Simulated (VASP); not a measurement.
# CuO (Cccm) in VASP: notebook

Runs on CuO. Level: PBE. Tasks: relaxation of shape and atoms at fixed volume.

Program: VASP 6.6.1. These are calculated values, not measurements. Logs are shortened: lines on timing, memory, paths and dates and some standing lists are left out, and cuts for length are marked.

## 1. The cell of the first run

It takes space group Cccm (No. 66, orthorhombic). The conventional cell has a = 4.206 Å, b = 4.217 Å, c = 5.202 Å, α = 90.00°, β = 90.00°, γ = 90.00°. Within 2.6 Å of Cu (site symmetry 2/m) lie 4 O at 1.98 Å. Within 2.7 Å of O (site symmetry 222) lie 4 Cu at 1.98 Å and 2 O at 2.60 Å.

## 2. Relaxation of shape and atoms at fixed volume, PBE (11.53 Å³/atom)

Contents of INCAR:

```
PREC = Accurate
ENCUT = 600
EDIFF = 1E-7
ISMEAR = 0
SIGMA = 0.1
LREAL = F
LASPH = T
NELM = 80
ALGO = Normal
ISIF = 4
LWAVE = F
LCHARG = F
GGA = PE
IBRION = 2
NSW = 50
EDIFFG = -0.01
```

Contents of KPOINTS:

```
Automatic mesh
0
Gamma
  14 14 8
```

Contents of POSCAR:

```
CuO
1.0
    2.1027663734     -2.1086164759      0.0000000000
    2.1027663734      2.1086164759      0.0000000000
    0.0000000000      0.0000000000      5.2022680209
Cu O
2 2
Direct
    0.0000000000      0.5000000000      0.0000000000
    0.5000000000      0.0000000000      0.5000000000
    0.5000000000      0.5000000000      0.2500000000
    0.5000000000      0.5000000000      0.7500000000
```

Potentials or basis: VASP PAW PBE potentials, release 64 (Cu, O).

Run with:

```bash
$ cat potpaw_PBE.64/Cu/POTCAR potpaw_PBE.64/O/POTCAR > POTCAR
$ mpirun -np 1 vasp_std > vasp.out
```

OUTCAR:

```text
PREC = Accurate
   ENCUT = 600
   EDIFF = 1E-7
   ISMEAR = 0
   LREAL = F
   LASPH = T
   NELM = 80
   ISIF = 4
   GGA = PE
   IBRION = 2
   NSW = 50
   EDIFFG = -0.01

 ion  position               nearest neighbor table
   1  0.000  0.500  0.000-   3 1.98   4 1.98   3 1.98   4 1.98
   2  0.500  0.000  0.500-   3 1.98   4 1.98   3 1.98   4 1.98
   3  0.500  0.500  0.250-   1 1.98   2 1.98   2 1.98   1 1.98
   4  0.500  0.500  0.750-   1 1.98   2 1.98   2 1.98   1 1.98

  LATTYP: Found a base centered orthorhombic cell.
 ALAT       =     4.2055327468
 B/A-ratio  =     1.0027820982
 C/A-ratio  =     1.2370057099

  Lattice vectors:

 A1 = (   2.1027663734,  -2.1086164759,   0.0000000000)
 A2 = (   2.1027663734,   2.1086164759,   0.0000000000)
 A3 = (   0.0000000000,   0.0000000000,   5.2022680209)

Analysis of symmetry for initial positions (statically):
=====================================================================
 Subroutine PRICEL returns:
 Original cell was already a primitive cell.

 Routine SETGRP: Setting up the symmetry group for a
 base centered orthorhombic supercell.

 Subroutine GETGRP returns: Found  8 space group operations
 (whereof  4 operations were pure point group operations)
 out of a pool of  8 trial point group operations.

The static configuration has the point symmetry C_2h.
 The point group associated with its full space group is D_2h.

Analysis of symmetry for dynamics (positions and initial velocities):
=====================================================================
 Subroutine PRICEL returns:
 Original cell was already a primitive cell.

 Routine SETGRP: Setting up the symmetry group for a
 base centered orthorhombic supercell.

 Subroutine GETGRP returns: Found  8 space group operations
 (whereof  4 operations were pure point group operations)
 out of a pool of  8 trial point group operations.

The dynamic configuration has the point symmetry C_2h.
 The point group associated with its full space group is D_2h.

 Subroutine INISYM returns: Found  8 space group operations
 (whereof  4 operations are pure point group operations),
 and found     1 'primitive' translations

----------------------------------------------------------------------------------------

                                     Primitive cell

  volume of cell :      46.1330

  direct lattice vectors                    reciprocal lattice vectors
     2.102766373 -2.108616476  0.000000000     0.237782003 -0.237122305  0.000000000
     2.102766373  2.108616476  0.000000000     0.237782003  0.237122305  0.000000000
     0.000000000  0.000000000  5.202268021     0.000000000  0.000000000  0.192223852

  length of vectors
     2.977900244  2.977900244  5.202268021     0.335808381  0.335808381  0.192223852

  position of ions in fractional coordinates (direct lattice)
     1.000000000  0.500000000  0.000000000
     0.500000000  1.000000000  0.500000000
     0.500000000  0.500000000  0.250000000
     0.500000000  0.500000000  0.750000000

  ion indices of the primitive-cell ions
   primitive index   ion index
                 1           1
                 2           2
                 3           3
                 4           4

----------------------------------------------------------------------------------------

 KPOINTS: Automatic mesh

Automatic generation of k-mesh.
 Grid dimensions read from file:
 generate k-points for:   14   14    8

 Generating k-lattice:

  Cartesian coordinates                     Fractional coordinates (reciprocal lattice)
     0.016984429 -0.016937308  0.000000000     0.071428571  0.000000000  0.000000000
     0.016984429  0.016937308  0.000000000     0.000000000  0.071428571  0.000000000
     0.000000000  0.000000000  0.024027982     0.000000000  0.000000000  0.125000000

  Length of vectors
     0.023986313  0.023986313  0.024027982

  Shift w.r.t. Gamma in fractional coordinates (k-lattice)
     0.000000000  0.000000000  0.000000000

 Subroutine IBZKPT returns following result:
 ===========================================

 Found    285 irreducible k-points:

 Following reciprocal coordinates:
            Coordinates               Weight
  0.000000  0.000000  0.000000      1.000000
  0.071429 -0.000000  0.000000      4.000000
  0.142857 -0.000000  0.000000      4.000000
  0.214286 -0.000000  0.000000      4.000000
  0.285714  0.000000  0.000000      4.000000
  0.357143 -0.000000  0.000000      4.000000
[... 16 lines left out ...]
  0.214286  0.142857  0.000000      4.000000
  0.285714  0.142857  0.000000      4.000000
 [... further k-points ...]
   k-points           NKPTS =    285   k-points in BZ     NKDIM =    285   number of bands    NBANDS=     21
   number of dos      NEDOS =    301   number of ions     NIONS =      4
   total plane-waves  NPLWV =  24192
   dimension x,y,z NGX =    24 NGY =   24 NGZ =   42
   dimension x,y,z NGXF=    48 NGYF=   48 NGZF=   84
   ions per type =               2   2
   NGX,Y,Z   is equivalent  to a cutoff of  13.40, 13.40, 13.42 a.u.
   NGXF,Y,Z  is equivalent  to a cutoff of  26.80, 26.80, 26.84 a.u.
 SYSTEM =  unknown system
   PREC   = accura    normal or accurate (medium, high low for compatibility)
   ISTART =      0    job   : 0-new  1-cont  2-samecut
   ICHARG =      2    charge: 1-file 2-atom 10-const
   ISPIN  =      1    spin polarized calculation?
   LNONCOLLINEAR =      F non collinear calculations
   LSORBIT =      F    spin-orbit coupling
   LASPH  =      T    aspherical Exc in radial PAW
   ENCUT  =  600.0 eV  44.10 Ry    6.64 a.u.   5.95  5.95 10.39*2*pi/ulx,y,z
   NELM   =     80;   NELMIN=  2; NELMDL= -5     # of ELM steps
   EDIFF  = 0.1E-06   stopping-criterion for ELM
   LREAL  =      F    real-space projection
   EDIFFG = -.1E-01   stopping-criterion for IOM
   NSW    =     50    number of steps for IOM
   IBRION =      2    ionic relax: 0-MD 1-quasi-New 2-CG
   NFREE  =      1    steps in history (QN), initial steepest desc. (CG)
   ISIF   =      4    stress and relaxation
   ISYM   =      2    0-nonsym 1-usesym 2-fastsym
   POTIM  = 0.5000    time-step for ionic-motion
   TEBEG  =    0.0;   TEEND  =   0.0 temperature during run
   PSTRESS=    0.0 pullay stress
   NELECT =      34.0000    total number of electrons
   NUPDOWN=      -1.0000    fix difference up-down
   EMIN   =  10.00;   EMAX   =-10.00  energy-range for DOS
   EFERMI =   0.00;   METHOD = LEGACY
   ISMEAR =     0;   SIGMA  =   0.10  broadening in eV -4-tet -1-fermi 0-gaus
   EFERMI_NEDOS =   21; number of points for ismear=-14 and -15
   IALGO  =     38    algorithm
   IMIX   =      4    mixing-type and parameters
     AMIX     =   0.40;   BMIX     =  1.00
     AMIX_MAG =   1.60;   BMIX_MAG =  1.00
  volume/ion in A,a.u.               =      11.53        77.83
  Fermi-wavevector in a.u.,A,eV,Ry     =   1.478759  2.794449 29.752237  2.186728
  Thomas-Fermi vector in A             =   2.593000
   LORBIT       =      0    0 simple, 1 ext, 2 COOP (PROOUT), +10 PAW based schemes
   GGA     = PE    functional components
   LHFCALC =     F    Hartree Fock is set to
   AEXX    =    0.0000 exact exchange contribution
   IVDW    =     0    specifies the selected vdW correction
   LEPSILON=     F    determine dielectric tensor
   LRPA    =     F    only Hartree local field effects (RPA)
 conjugate gradient relaxation of ions
 non-spin polarized calculation
 Gauss-broadening in eV      SIGMA  =   0.10
  energy-cutoff  :      600.00
  volume of cell :       46.13
 maximum number of plane-waves:      1570
   NGX = 11   NGY = 11   NGZ = 21

--------------------------------------- Ionic step        1  -------------------------------------------

 number of electron      34.0000039 magnetization

 Free energy of the ion-electron system (eV)
  ---------------------------------------------------
  ext. energy  EPLUGINS =         0.00000000
  ---------------------------------------------------
  free energy    TOTEN  =       -19.72917485 eV

  energy without entropy =      -19.71621204  energy(sigma->0) =      -19.72269344

------------------------ aborting loop because EDIFF is reached ----------------------------------------

  FORCE on cell =-STRESS in cart. coord.  units (eV):
  Direction    XX          YY          ZZ          XY          YZ          ZX
  --------------------------------------------------------------------------------------
  -------------------------------------------------------------------------------------
  Total       -0.9198362     -0.9346730     -1.2915647      0.0000000      0.0000000      0.0000000
  in kB      -31.9455027    -32.4607804    -44.8554712      0.0000000      0.0000000      0.0000000
  external PRESSURE =     -36.4205848 kB  Pullay stress =       0.0000000 kB
[... 61 lines left out ...]
  energy  without entropy=      -19.7170861381  energy(sigma->0) =      -19.72352970

--------------------------------------- Ionic step        3  -------------------------------------------

 number of electron      34.0000036 magnetization

 Free energy of the ion-electron system (eV)
  ---------------------------------------------------
  ext. energy  EPLUGINS =         0.00000000
  ---------------------------------------------------
  free energy    TOTEN  =       -19.73022132 eV

  energy without entropy =      -19.71740614  energy(sigma->0) =      -19.72381373

 E-fermi :   4.4150     XC(G=0): -11.0919

 val. band max:        4.4107825181   @ k =  -0.4286   0.0714   0.1250
 cond. band min:       4.4177059505   @ k =   0.3571  -0.0000   0.1250
 fundamental gap:      0.0069234325
 Fermi energy:         4.4150381178

 k-point     1 :       0.0000    0.0000    0.0000
  band No.  band energies     occupation
      1     -15.0691      2.00000
      2     -13.8242      2.00000
      3      -3.3186      2.00000
      4      -0.7833      2.00000
      5      -0.7784      2.00000
      6       0.8823      2.00000
[... 550 lines left out ...]
      5      -0.8701      2.00000
      6      -0.6528      2.00000
[... 13 lines left out ...]
     20       9.9123      0.00000
     21      13.1478      0.00000

 [... further k-points ...]

------------------------ aborting loop because EDIFF is reached ----------------------------------------

  FORCE on cell =-STRESS in cart. coord.  units (eV):
  Direction    XX          YY          ZZ          XY          YZ          ZX
  --------------------------------------------------------------------------------------
  -------------------------------------------------------------------------------------
  Total       -0.9618750     -0.9754503     -0.9886990     -0.0000000      0.0000000      0.0000000
  in kB      -33.4054921    -33.8769565    -34.3370774     -0.0000000      0.0000000      0.0000000
  external PRESSURE =     -33.8731753 kB  Pullay stress =       0.0000000 kB
[... 19 lines left out ...]
  FREE ENERGIE OF THE ION-ELECTRON SYSTEM (eV)
  ---------------------------------------------------
  free  energy   TOTEN  =       -19.7302213198 eV

  energy  without entropy=      -19.7174061404  energy(sigma->0) =      -19.72381373

 reached required accuracy - stopping structural energy minimisation
```

It took 5.8 min on 1 thread of Intel Xeon Platinum 8488C (Sapphire Rapids), shared host; peak memory 0.4 GiB.

Results:

```yaml
Free_energy: -19.7302 eV
Energy_gained_by_relaxing: 0.3 meV/atom
Ionic_steps: 3
Pressure_after_relaxing: -3.4 GPa
Band_gap_on_the_k_mesh: zero (bands 17 and 18 overlap by 1.18 eV)
```

Step by step:
```
step  energy change (eV)  largest force (eV/Å)  pressure (GPa)  volume (Å³)
   1              0.0000                0.0000           -3.64        46.13
   2             -0.0008                0.0000           -3.52        46.13
   3             -0.0010                0.0000           -3.39        46.13
```

Final structure:
```
CELL_PARAMETERS angstrom
2.10878 -2.11395 0.00000
2.10878 2.11395 0.00000
0.00000 0.00000 5.17433
ATOMIC_POSITIONS crystal
Cu 0.00000 0.50000 0.00000
Cu 0.50000 0.00000 0.50000
O 0.50000 0.50000 0.25000
O 0.50000 0.50000 0.75000
```

Caveat: semilocal functionals often make such compounds metallic where correlation or magnetic order opens a gap, which also shifts bond lengths. With open d or f shells a metallic result of PBE can be an artefact of self-interaction; +U or a hybrid may open a gap.

## 3. Relaxation of shape and atoms at fixed volume, PBE (11.87 Å³/atom)

This run uses another cell than the first one, of 11.87 Å³/atom.

Contents of INCAR:

```
SYSTEM = CuO
PREC = Accurate
ENCUT = 600
EDIFF = 1E-6
ISMEAR = 0
SIGMA = 0.1
LREAL = .False.
LASPH = .True.
NELM = 60
ALGO = Normal
ISIF = 4
LWAVE = .False.
LCHARG = .False.
GGA = PE
IBRION = 2
NSW = 50
EDIFFG = -0.01
```

Contents of KPOINTS:

```
Automatic mesh
0
Gamma
  14 14 8
  0 0 0
```

Contents of POSCAR:

```
CuO
1.0
    2.1317726327     -2.1349821905      0.0000000000
    2.1317726327      2.1349821905      0.0000000000
    0.0000000000      0.0000000000      5.2157269048
Cu O
2 2
Direct
    0.0000000000      0.5000000000      0.0000000000
    0.5000000000      0.0000000000      0.5000000000
    0.5000000000      0.5000000000      0.2500000000
    0.5000000000      0.5000000000      0.7500000000
```

Potentials or basis: VASP PAW PBE potentials, release 64 (Cu, O).

Run with:

```bash
$ cat potpaw_PBE.64/Cu/POTCAR potpaw_PBE.64/O/POTCAR > POTCAR
$ mpirun -np 1 vasp_std > vasp.out
```

Wall time 4.5 min (1 thread of Intel Xeon Platinum 8488C (Sapphire Rapids), shared host); peak memory 0.41 GiB.

Results (log left out):

```
Free energy               : -19.6903 eV
Energy gained by relaxing : 0.2 meV/atom
Ionic steps               : 3
Pressure after relaxing   : -6.5 GPa
Band gap on the k mesh    : zero (bands 17 and 18 overlap by 1.19 eV)
```

Stress tensor (GPa, compression positive):
```
-6.44  0.00  0.00
 0.00 -6.47  0.00
 0.00  0.00 -6.56
```

Step by step:
```csv
step,energy change (eV),largest force (eV/Å),pressure (GPa),volume (Å³)
1,0.0000,0.0000,-6.96,47.48
2,-0.0007,0.0000,-6.77,47.48
3,-0.0009,0.0000,-6.49,47.48
```

Final structure:
```xyz
4
Lattice="2.1373 -2.1400 0.0000 2.1373 2.1400 0.0000 0.0000 0.0000 5.1901" Properties=species:S:1:pos:R:3 pbc="T T T"
Cu    1.0686    1.0700    0.0000
Cu    1.0686   -1.0700    2.5950
O     2.1373    0.0000    1.2975
O     2.1373    0.0000    3.8925
```

Levels at points of the mesh, in eV from the Fermi level:
| k point | band 15 | band 16 | band 17 | band 18 | band 19 | band 20 |
| --- | --- | --- | --- | --- | --- | --- |
| (0.00, 0.00, 0.00) | -2.09 | -1.73 | 0.64 | 0.64 | 1.24 | 5.99 |
| (0.50, 0.00, 0.00) | -1.48 | -1.40 | 0.19 | 0.46 | 3.94 | 5.59 |
| (0.50, 0.50, 0.00) | -1.59 | -1.16 | -1.16 | 1.03 | 2.30 | 7.23 |
| (0.00, 0.00, 0.50) | -1.47 | -1.47 | 0.12 | 0.12 | 3.29 | 3.29 |
| (0.50, 0.00, 0.50) | -1.89 | -1.73 | -0.24 | 0.63 | 4.40 | 5.65 |
| (0.50, 0.50, 0.50) | -1.36 | -1.36 | -0.55 | -0.55 | 4.09 | 4.09 |

Caveat: semilocal functionals often make such compounds metallic where correlation or magnetic order opens a gap, which also shifts bond lengths. With open d or f shells a metallic result of PBE can be an artefact of self-interaction; +U or a hybrid may open a gap.

## 4. Relaxation of shape and atoms at fixed volume, PBE (12.32 Å³/atom)

This run uses another cell than the first one, of 12.32 Å³/atom.

Contents of INCAR:

```
PREC     = Accurate       # precision mode
ENCUT    = 600            # plane-wave cutoff, eV
EDIFF    = 1E-6           # SCF threshold, eV
ISMEAR   = 0              # smearing method
SIGMA    = 0.1            # smearing width, eV
LREAL    = F              # projectors in reciprocal space
LASPH    = T              # aspherical terms in the spheres
NELM     = 100            # most SCF steps
ALGO     = Normal         # electronic algorithm
ISIF     = 4              # what is computed and relaxed
LWAVE    = F              # write WAVECAR
LCHARG   = F              # write CHGCAR
GGA      = PE             # functional
IBRION   = 2              # ionic algorithm
NSW      = 50             # ionic steps
EDIFFG   = -0.01          # ionic threshold
```

Contents of KPOINTS:

```
Automatic mesh
0
Gamma
  14 14 8
```

Contents of POSCAR:

```
CuO
1.0
    2.1660977368     -2.1676315610      0.0000000000
    2.1660977368      2.1676315610      0.0000000000
    0.0000000000      0.0000000000      5.2465436242
Cu O
2 2
Direct
    0.0000000000      0.5000000000      0.0000000000
    0.5000000000      0.0000000000      0.5000000000
    0.5000000000      0.5000000000      0.2500000000
    0.5000000000      0.5000000000      0.7500000000
```

Run with:

```bash
$ cat potpaw_PBE.64/Cu/POTCAR potpaw_PBE.64/O/POTCAR > POTCAR
$ mpirun -np 1 vasp_std > vasp.out
```

It took 5.4 min on 1 thread of Intel Xeon Platinum 8488C (Sapphire Rapids), shared host; peak memory 0.42 GiB.

It converged, with:

```
Free energy               : -19.5980 eV
Energy gained by relaxing : 0.4 meV/atom
Ionic steps               : 4
Pressure after relaxing   : -10.2 GPa
Band gap on the k mesh    : zero (bands 17 and 18 overlap by 1.19 eV)
```

The path:
```csv
step,energy change (eV),largest force (eV/Å),pressure (GPa),volume (Å³)
1,0.0000,0.0000,-10.47,49.27
2,-0.0011,0.0000,-10.61,49.27
3,-0.0014,0.0000,-10.22,49.27
4,-0.0015,0.0000,-10.24,49.27
```

Final structure:
```
CELL_PARAMETERS angstrom
2.17351 -2.17475 0.00000
2.17351 2.17475 0.00000
0.00000 0.00000 5.21154
ATOMIC_POSITIONS crystal
Cu 0.00000 0.50000 0.00000
Cu 0.50000 0.00000 0.50000
O 0.50000 0.50000 0.25000
O 0.50000 0.50000 0.75000
```

Levels at points of the mesh, in eV from the Fermi level:
```csv
k point,band 15,band 16,band 17,band 18,band 19,band 20
"(0.00, 0.00, 0.00)",-1.89,-1.63,0.62,0.62,1.16,5.94
"(0.50, 0.00, 0.00)",-1.42,-1.34,0.19,0.45,4.06,5.45
"(0.50, 0.50, 0.00)",-1.57,-1.13,-1.13,0.98,2.38,7.25
"(0.00, 0.00, 0.50)",-1.41,-1.41,0.13,0.13,3.20,3.20
"(0.50, 0.00, 0.50)",-1.82,-1.67,-0.27,0.62,4.44,5.53
"(0.50, 0.50, 0.50)",-1.32,-1.32,-0.57,-0.57,4.14,4.14
```

Caveat: semilocal functionals often make such compounds metallic where correlation or magnetic order opens a gap, which also shifts bond lengths. With open d or f shells a metallic result of PBE can be an artefact of self-interaction; +U or a hybrid may open a gap.

## 5. Summary

```csv
cell,gap on the mesh (eV),pressure (GPa)
"relaxed from a = 2.978, b = 2.978, c = 5.202 Å, angles 90.0, 90.0, 90.2°, 4 atoms",none,-3.4
"relaxed from a = 3.017, b = 3.017, c = 5.216 Å, angles 90.0, 90.0, 90.1°, 4 atoms",none,-6.5
"relaxed from a = 3.064, b = 3.064, c = 5.247 Å, 4 atoms",none,-10.2
```

Alike in all rows: task relaxation of shape and atoms at fixed volume; level PBE; potentials or basis VASP PAW PBE potentials, release 64 (Cu, O); no spin polarisation; k mesh 14 × 14 × 8; cutoff (eV) 600; smearing gaussian 0.1 eV.

Caveats: semilocal functionals often make such compounds metallic where correlation or magnetic order opens a gap, which also shifts bond lengths.

Absolute energies hang on the potentials; compare differences alone.
